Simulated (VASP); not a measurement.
# MgB2 (P6/mmm) in VASP: settings compared, part 2 of 2

VASP 6.6.1. Earlier steps stand in the parts before.

### 3 Single point, PBE+D3(BJ)

This run uses another cell than the first one, of 9.68 Å³/atom.

The input, INCAR:

```
SYSTEM = MgB2
PREC = Accurate ; ENCUT = 520
EDIFF = 1E-7 ; ISMEAR = 0
SIGMA = 0.05 ; LREAL = .False.
LASPH = .True. ; NELM = 60
ALGO = Normal ; ISIF = 2
LWAVE = .False. ; LCHARG = .False.
GGA = PE ; IVDW = 12
NBANDS = 11
```

The input, KPOINTS:

```
regular mesh
0
Gamma
  8 8 6
  0 0 0
```

The input, POSCAR:

```
MgB2
1.0
    3.0897861850      0.0000000000      0.0000000000
   -1.5448930925      2.6758333285      0.0000000000
    0.0000000000      0.0000000000      3.5120909540
Mg B
1 2
Direct
    0.0000000000      0.0000000000      0.0000000000
    0.3333333333      0.6666666667      0.5000000000
    0.6666666667      0.3333333333      0.5000000000
```

Potentials or basis: VASP PAW PBE potentials, release 64 (Mg, B).

The run is started by

```sh
$ cat potpaw_PBE.64/Mg/POTCAR potpaw_PBE.64/B/POTCAR > POTCAR
$ mpirun -np 1 vasp_std > vasp.out
```

It took 11 s on 1 thread of Intel Xeon Platinum 8375C at 2.90GHz (Ice Lake), shared host; peak memory 0.16 GiB.

Results (log left out):

| Item | Value |
| --- | --- |
| Free energy | -16.1589 eV |
| Pressure | -6.1 GPa |
| Band gap on the k mesh | zero (bands 4 and 5 overlap by 2.58 eV) |
| Dispersion energy per atom | -0.282 eV |

Stress tensor (GPa, compression positive):
```
-6.08  0.00  0.00
 0.00 -6.08  0.00
 0.00  0.00 -6.20
```

Levels at points of the mesh, in eV from the Fermi level:
| k point | band 1 | band 2 | band 3 | band 4 | band 5 | band 6 | band 7 | band 8 | band 9 |
| --- | --- | --- | --- | --- | --- | --- | --- | --- | --- |
| (0.00, 0.00, 0.00) | -12.43 | -2.90 | 0.32 | 0.32 | 1.71 | 6.23 | 6.23 | 7.98 | 9.88 |
| (0.50, 0.00, 0.00) | -8.56 | -7.85 | -2.21 | 0.22 | 3.08 | 3.81 | 5.37 | 7.11 | 12.57 |
| (0.00, 0.00, 0.50) | -11.14 | -7.42 | 0.70 | 0.70 | 6.57 | 6.57 | 7.87 | 9.75 | 10.07 |
| (0.50, 0.00, 0.50) | -7.58 | -6.93 | -3.58 | -1.91 | -1.32 | 5.64 | 8.72 | 8.85 | 13.11 |

Caveat: the cell stands under tension.

### 4 Single point, PBE+D3(BJ) (9.66 Å³/atom)

This run uses another cell than the first one, of 9.66 Å³/atom.

The input, INCAR:

```
PREC = Accurate ; ENCUT = 520
EDIFF = 1E-6 ; ISMEAR = 0
SIGMA = 0.05 ; LREAL = F
LASPH = T ; NELM = 100
ALGO = Normal ; ISIF = 2
LWAVE = F ; LCHARG = F
GGA = PE ; IVDW = 12
NBANDS = 11
```

The input, KPOINTS:

```
Automatic mesh
0
Gamma
  8 8 6
```

The input, POSCAR:

```
MgB2
1.0
    3.0874629176      0.0000000000      0.0000000000
   -1.5437314588      2.6738213199      0.0000000000
    0.0000000000      0.0000000000      3.5092782876
Mg B
1 2
Direct
    0.0000000000      0.0000000000      0.0000000000
    0.3333333333      0.6666666667      0.5000000000
    0.6666666667      0.3333333333      0.5000000000
```

Potentials or basis: VASP PAW PBE potentials, release 64 (Mg, B).

The run is started by

```sh
$ cat potpaw_PBE.64/Mg/POTCAR potpaw_PBE.64/B/POTCAR > POTCAR
$ mpirun -np 1 vasp_std > vasp.out
```

OUTCAR:

```text
PREC = Accurate
   ENCUT = 520
   EDIFF = 1E-6
   ISMEAR = 0
   LREAL = F
   LASPH = T
   NELM = 100
   ISIF = 2
   GGA = PE
   IVDW = 12
 IVDW          = 12

 ion  position               nearest neighbor table
   1  0.000  0.000  0.000-   2 2.50   3 2.50   2 2.50   3 2.50   3 2.50   3 2.50   2 2.50   2 2.50
                             3 2.50   3 2.50   2 2.50   2 2.50
   2  0.333  0.667  0.500-   3 1.78   3 1.78   3 1.78   1 2.50   1 2.50   1 2.50   1 2.50   1 2.50
                             1 2.50
   3  0.667  0.333  0.500-   2 1.78   2 1.78   2 1.78   1 2.50   1 2.50   1 2.50   1 2.50   1 2.50
[... 540 lines left out ...]
  FORCE on cell =-STRESS in cart. coord.  units (eV):
  Direction    XX          YY          ZZ          XY          YZ          ZX
  --------------------------------------------------------------------------------------
  -------------------------------------------------------------------------------------
  Total      -1.03509    -1.03509    -1.08182     0.00000    -0.00000     0.00000
  in kB     -57.24490   -57.24490   -59.82924     0.00000    -0.00000     0.00000
  external pressure =      -58.11 kB  Pullay stress =        0.00 kB

 VOLUME and BASIS-vectors are now :
 -----------------------------------------------------------------------------
  energy-cutoff  :      520.00
  volume of cell :       28.97
      direct lattice vectors                 reciprocal lattice vectors
     3.087462918  0.000000000  0.000000000     0.323890530  0.186998285  0.000000000
    -1.543731459  2.673821320  0.000000000     0.000000000  0.373996569  0.000000000
     0.000000000  0.000000000  3.509278288     0.000000000  0.000000000  0.284958877

 POSITION                                       TOTAL-FORCE (eV/Angst)
 -----------------------------------------------------------------------------------
      0.00000      0.00000      0.00000        -0.000000      0.000000      0.000000
     -0.00000      1.78255      1.75464         0.000000      0.000000     -0.000000
      1.54373      0.89127      1.75464        -0.000000     -0.000000      0.000000
 -----------------------------------------------------------------------------------
    total drift:                                0.000000     -0.000000      0.000000

  FREE ENERGIE OF THE ION-ELECTRON SYSTEM (eV)
  ---------------------------------------------------
  free  energy   TOTEN  =       -16.1614092955 eV

  energy  without entropy=      -16.1589102624  energy(sigma->0) =      -16.16015978
```

stdout:

```text
POSCAR found type information on POSCAR MgB
 POSCAR found :  2 types and       3 ions
 scaLAPACK will be used
 LDA part: xc-table for (Slater+PW92), standard interpolation
 POSCAR, INCAR and KPOINTS ok, starting setup
 FFT: planning ... GRIDC
 FFT: planning ... GRID_SOFT
 FFT: planning ... GRID
 WAVECAR not read
 entering main loop
```

It took 9.5 s on 1 thread of Intel Xeon Platinum 8375C at 2.90GHz (Ice Lake), shared host; peak memory 0.16 GiB.

What came out:

```
Free energy                : -16.1614 eV
Pressure                   : -5.8 GPa
Band gap on the k mesh     : zero (bands 4 and 5 overlap by 2.59 eV)
Dispersion energy per atom : -0.283 eV
```

Caveat: the cell stands under tension.

### 5 Single point, RPBE+D4

This run uses another cell than the first one, of 9.68 Å³/atom.

The input, INCAR:

```
PREC = Accurate
ENCUT = 520
EDIFF = 1E-7
ISMEAR = 0
SIGMA = 0.05
LREAL = False
LASPH = True
NELM = 80
ALGO = Normal
ISIF = 2
LWAVE = False
LCHARG = False
GGA = RP
IVDW = 13
NBANDS = 11
```

The input, KPOINTS:

```
regular mesh
0
Gamma
  8 8 6
```

The input, POSCAR:

```
MgB2
1.0
    3.0950536106      0.0000000000      0.0000000000
   -1.5475268053      2.6803950529      0.0000000000
    0.0000000000      0.0000000000      3.5001467760
Mg B
1 2
Direct
    0.0000000000      0.0000000000      0.0000000000
    0.3333333333      0.6666666667      0.5000000000
    0.6666666667      0.3333333333      0.5000000000
```

The run is started by

```sh
$ cat potpaw_PBE.64/Mg/POTCAR potpaw_PBE.64/B/POTCAR > POTCAR
$ mpirun -np 1 vasp_std > vasp.out
```

Wall time 14 s (1 thread of Intel Xeon Platinum 8375C at 2.90GHz (Ice Lake), shared host); peak memory 0.15 GiB.

The run converged. Its results:

```yaml
Free_energy: -15.9103 eV
Pressure: -7.0 GPa
Band_gap_on_the_k_mesh: zero (bands 4 and 5 overlap by 2.62 eV)
Dispersion_energy_per_atom: -0.468 eV
```

Levels at points of the mesh, in eV from the Fermi level:
| k point | band 1 | band 2 | band 3 | band 4 | band 5 | band 6 | band 7 | band 8 |
| --- | --- | --- | --- | --- | --- | --- | --- | --- |
| (0.00, 0.00, 0.00) | -12.48 | -2.86 | 0.30 | 0.30 | 1.81 | 6.19 | 6.19 | 7.85 |
| (0.50, 0.00, 0.00) | -8.63 | -7.88 | -2.22 | 0.25 | 3.12 | 3.75 | 5.45 | 7.25 |
| (0.00, 0.00, 0.50) | -11.19 | -7.40 | 0.70 | 0.70 | 6.53 | 6.53 | 7.84 | 9.64 |
| (0.50, 0.00, 0.50) | -7.63 | -6.95 | -3.59 | -1.91 | -1.30 | 5.57 | 8.81 | 8.86 |

Caveat: the cell stands under tension; the PAW data sets were made with another functional, which shifts forces and pressure a little.

### 6 Overview

```csv
level,cell,gap on the mesh (eV),pressure (GPa)
revPBE,"a = 3.114, b = 3.114, c = 3.563 Å, angles 90.0, 90.0, 120.0°, 3 atoms",none,-2.9
PBE+D3(BJ),"a = 3.090, b = 3.090, c = 3.512 Å, angles 90.0, 90.0, 120.0°, 3 atoms",none,-6.1
PBE+D3(BJ),"a = 3.087, b = 3.087, c = 3.509 Å, angles 90.0, 90.0, 120.0°, 3 atoms",none,-5.8
RPBE+D4,"a = 3.095, b = 3.095, c = 3.500 Å, angles 90.0, 90.0, 120.0°, 3 atoms",none,-7.0
```

Alike in all rows: task single point; potentials or basis VASP PAW PBE potentials, release 64 (Mg, B); no spin polarisation; k mesh 8 × 8 × 6; cutoff (eV) 520; smearing gaussian 0.05 eV.

Caveats: the cell stands under tension (at least some runs); the PAW data sets were made with another functional, which shifts forces and pressure a little (at least some runs).

Absolute energies hang on the potentials; compare differences alone.
